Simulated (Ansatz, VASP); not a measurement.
**One calculation of BiTe, two programs**

```
Bi Te
1.0
     0.00000    3.25119    3.25119
     3.25119    0.00000    3.25119
     3.25119    3.25119    0.00000
Bi Te
1 1
Direct
  0.00000 0.00000 0.00000
  0.50000 0.50000 0.50000
```

Alike in both runs: task relaxation of cell and atoms; functional PBE; dispersion D3(BJ); k mesh 12 × 12 × 12; occupations gaussian, width 0.1 eV; no spin polarisation.

|  | VASP | Ansatz |
| --- | --- | --- |
| version | VASP 6.6.1 | Ansatz 0.2.0 |
| potentials or method | VASP PAW PBE potentials, release 64 (Bi_d, Te), cutoff 600 eV | scalar-relativistic, plane waves, PAW |
| valence electrons in the cell | 21 | 31 |

|  | VASP | Ansatz | Ansatz less VASP |
| --- | --- | --- | --- |
| gap on the k mesh at the Fermi level, each at its own relaxed structure (eV) | none | none | - |
| relaxed volume (Å³/atom) | 32.83 | 32.84 | +0.010 |
| relaxed cell length with the largest relative difference (Å) | 4.528 | 4.529 | +0.0005 |

A gap of «none» marks a metal or a gap that the smearing closes. VASP's potentials hold 21 valence electrons a cell and Ansatz's 31, so a difference there can come from the potentials and not from the codes.

Spin-orbit coupling is off throughout.
